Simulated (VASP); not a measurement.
Ta16H (a cell with a defect), 17 atoms in the cell. The cell holds a defect, 17 atoms: a = 6.620 Å, b = 6.620 Å, c = 6.620 Å, α = 90.00°, β = 90.00°, γ = 90.00°. 

| Item | Value |
| --- | --- |
| Program | VASP 6.6.1 |
| Task | single point |
| Functional | PBE |
| Potentials or basis | VASP PAW PBE potentials, release 64 (Ta_pv, H) |
| Cutoff | 400 eV |
| k mesh | 2 × 2 × 2 |
| Occupations | fermi-dirac, width 0.05 eV |
| Spin | no spin polarisation |
| Dipole correction | no |
| Further INCAR settings | ALGO = Normal; EDIFF = 1e-06; NBANDS = 102 |

Potentials or basis: VASP PAW PBE potentials, release 64 (Ta_pv, H).

Launch:

```console
$ cat potpaw_PBE.64/Ta_pv/POTCAR potpaw_PBE.64/H/POTCAR > POTCAR
$ mpirun -np 1 vasp_std > vasp.out
```

Hardware: 1 thread of Intel Xeon 8259CL, with other jobs on the host.

Q: Estimate the wall time of this run.

A: It took 6.3 min on 1 thread of Intel Xeon 8259CL, on a shared host, peak memory 0.38 GiB. Counts: scf iterations 17, k points 8.
